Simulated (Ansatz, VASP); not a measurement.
## Two plane-wave programs on Ta2Al5

```
Ta Al
1.0
     6.84858    0.00000    0.00000
     0.00000    2.85708    0.00000
    -3.31431    0.00000    6.08226
Ta Al
2 5
Direct
  0.15066 0.50000 0.23942
  0.84934 0.50000 0.76058
  0.73733 0.00000 0.05939
  0.26267 0.00000 0.94061
  0.43664 0.00000 0.64916
  0.56336 0.00000 0.35084
  0.00000 0.00000 0.50000
```

Change from the starting cell: the structure that the rattled cell fell into.

Alike in both runs: task relaxation of cell and atoms; functional PBE; k mesh 6 × 10 × 6; occupations gaussian, width 0.1 eV; no spin polarisation.

|  | VASP | Ansatz |
| --- | --- | --- |
| version | VASP 6.6.1 | Ansatz 0.2.0 |
| potentials or method | VASP PAW PBE potentials, release 64 (Ta_pv, Al), cutoff 600 eV | scalar-relativistic, plane waves, PAW |
| valence electrons in the cell | 37 | 41 |

|  | VASP | Ansatz | Ansatz less VASP |
| --- | --- | --- | --- |
| gap on the k mesh at the Fermi level, each at its own relaxed structure (eV) | none | none | - |
| relaxed volume (Å³/atom) | 17.00 | 17.00 | -0.001 |
| relaxed length of the cell vector where the two differ most in proportion (Å) | 2.847 | 2.847 | -0.0002 |

A gap of «none» marks a metal or a gap that the smearing closes. VASP's potentials hold 37 valence electrons a cell and Ansatz's 41, so a difference there can come from the potentials and not from the codes.

Neither program's run includes spin-orbit coupling.
